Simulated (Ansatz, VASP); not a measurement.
One calculation of N, two programs

File INCAR:

```
ALGO     = Normal         # electronic algorithm
EDIFF    = 1E-6           # SCF threshold, eV
ENCUT    = 520            # plane-wave cutoff, eV
GGA      = PS             # functional
ISIF     = 2              # what is computed and relaxed
ISMEAR   = 0              # smearing method
ISPIN    = 2              # spin polarisation
LASPH    = True           # aspherical terms in the spheres
LCHARG   = True           # write CHGCAR
LELF     = True           # ELF
LORBIT   = 11             # projections on sites
LREAL    = False          # projectors in reciprocal space
LVHAR    = True         
LWAVE    = False          # write WAVECAR
MAGMOM   = 3.24 3.24 3.24 3.24 # initial moments
NBANDS   = 22             # bands
NELM     = 150            # most SCF steps
PREC     = Accurate       # precision mode
SIGMA    = 0.05           # smearing width, eV
```

KPOINTS

```
k-points
0
Gamma
  4 4 4
```

POSCAR

```
N
1.0
    6.1901838351      1.5475459588      1.5475459588
    1.5475459588      6.1901838351      1.5475459588
    1.5475459588      1.5475459588      6.1901838351
N
4
Direct
    0.0000638858      0.0000638858      0.0000638858
    0.4999361142      0.9999361142      0.5000638858
    0.5000638858      0.4999361142      0.9999361142
    0.9999361142      0.5000638858      0.4999361142
```

Input for Ansatz:

```yaml
crystal:
  lattice:
    - [6.1901838351, 1.5475459588, 1.5475459588]
    - [1.5475459588, 6.1901838351, 1.5475459588]
    - [1.5475459588, 1.5475459588, 6.1901838351]
  atoms:
    - { symbol: "N", position: [6.38858e-05, 6.38858e-05, 6.38858e-05], spin: 3.24 }
    - { symbol: "N", position: [0.4999361142, 0.9999361142, 0.5000638858], spin: 3.24 }
    - { symbol: "N", position: [0.5000638858, 0.4999361142, 0.9999361142], spin: 3.24 }
    - { symbol: "N", position: [0.9999361142, 0.5000638858, 0.4999361142], spin: 3.24 }
basis:
  ecutwfc: 420
kpoints:
  mp_grid: { grid: [4, 4, 4] }
hamiltonian:
  xc: pbesol
scf:
  occupations: { method: gaussian, width: 0.05 }
output:
  forces: true
  stress: true
  eigenvalues: true
  populations: true
magnetization:
  spin_polarized: true
```

Alike in both runs: task single point; functional PBEsol; k mesh 4 × 4 × 4; occupations gaussian, width 0.05 eV; collinear spin.

|  | VASP | Ansatz |
| --- | --- | --- |
| version | VASP 6.6.1 | Ansatz 0.2.0 |
| potentials or method | VASP PAW PBE potentials, release 64 (N), cutoff 520 eV | scalar-relativistic, plane waves, PAW |
| valence electrons in the cell | 20 | 20 |

Ansatz gave:

| Property | Result |
| --- | --- |
| gap on the k mesh at the Fermi level (eV) | 2.26 |
| least direct gap on the mesh (eV) | 2.26 |
| pressure (GPa) | 0.5 |
| traceless stress, the component that is largest in VASP (GPa) | -0.27 |
| net moment per atom (μB) | 3.00 |
| size of the moment on the site where the two differ most (μB) | 2.84 |

Problem. What did VASP give for the same quantities?

Solution. gap on the k mesh at the Fermi level (eV): 2.26; least direct gap on the mesh (eV): 2.26; pressure (GPa): 0.5; traceless stress, the component that is largest in VASP (GPa): -0.27; net moment per atom (μB): 3.00; size of the moment on the site where the two differ most (μB): 1.95.

VASP's potentials were made for PBE, not for PBEsol. Site moments also hang on the region over which each program counts them.
